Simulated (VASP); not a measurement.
## Zn2B3: single point with PBE

Zn2B3:

```
Zn B
1.0
     4.79774    0.00000    0.00000
     0.00000    6.55815    0.00000
     0.00000    0.00000    3.58074
Zn B
4 6
Direct
  0.00000 0.20382 0.35072
  0.00000 0.79618 0.35072
  0.50000 0.29618 0.64928
  0.50000 0.70382 0.64928
  0.83073 0.00000 0.83043
  0.16927 0.00000 0.83043
  0.33073 0.50000 0.16957
  0.66927 0.50000 0.16957
  0.50000 0.00000 0.87574
  0.00000 0.50000 0.12426
```

The cell was built from a structure type or drawn by symmetry, and may not be a known phase.

```
Program                : VASP 6.6.1
Task                   : single point
Functional             : PBE
Potentials or basis    : VASP PAW PBE potentials, release 64 (Zn, B)
Cutoff                 : 500 eV
k mesh                 : 4 × 4 × 6
Occupations            : gaussian, width 0.1 eV
Spin                   : no spin polarisation
Dipole correction      : no
Further INCAR settings : ALGO = Normal; EDIFF = 1e-06; NBANDS = 44
```

```yaml
Pressure: 1.4 GPa
Largest_force: 0.071 eV/Å
Band_gap_on_the_k_mesh: zero (bands 33 and 34 overlap by 4.81 eV)
```

Forces on the atoms (eV/Å):
```
Zn   0.000 -0.070  0.012
Zn   0.000  0.070  0.012
Zn   0.000  0.070 -0.012
Zn   0.000 -0.070 -0.012
B   -0.032  0.000  0.005
B    0.032  0.000  0.005
B   -0.032  0.000 -0.005
B    0.032  0.000 -0.005
B    0.000  0.000 -0.004
B    0.000  0.000  0.004
```

Stress tensor (GPa, compression positive):
```
-0.21  0.00  0.00
 0.00  3.80  0.00
 0.00  0.00  0.58
```

Levels at points of the mesh, in eV from the Fermi level:
```
           k point  band 32  band 33  band 34  band 35  band 36  band 37
(0.00, 0.00, 0.00)    -1.14     0.82     1.92     2.30     3.03     3.43
(0.50, 0.00, 0.00)    -0.65    -0.08    -0.08     1.50     1.50     3.21
(0.00, 0.50, 0.00)     0.20     0.46     0.46     1.92     1.92     3.69
(0.50, 0.50, 0.00)    -1.34    -0.11    -0.11     2.71     2.71     2.92
(0.00, 0.00, 0.50)     0.02     0.09     0.34     1.20     1.29     1.74
(0.50, 0.00, 0.50)    -3.37    -3.28    -3.28     3.11     3.11     5.08
(0.00, 0.50, 0.50)    -0.86    -0.47    -0.47     0.39     0.39     2.16
(0.50, 0.50, 0.50)    -2.31    -1.43    -1.43     1.53     1.53     1.99
```

It took 94 s on 1 thread of AMD EPYC 9R45 (Zen 5), with other jobs on the host, peak memory 0.25 GiB.
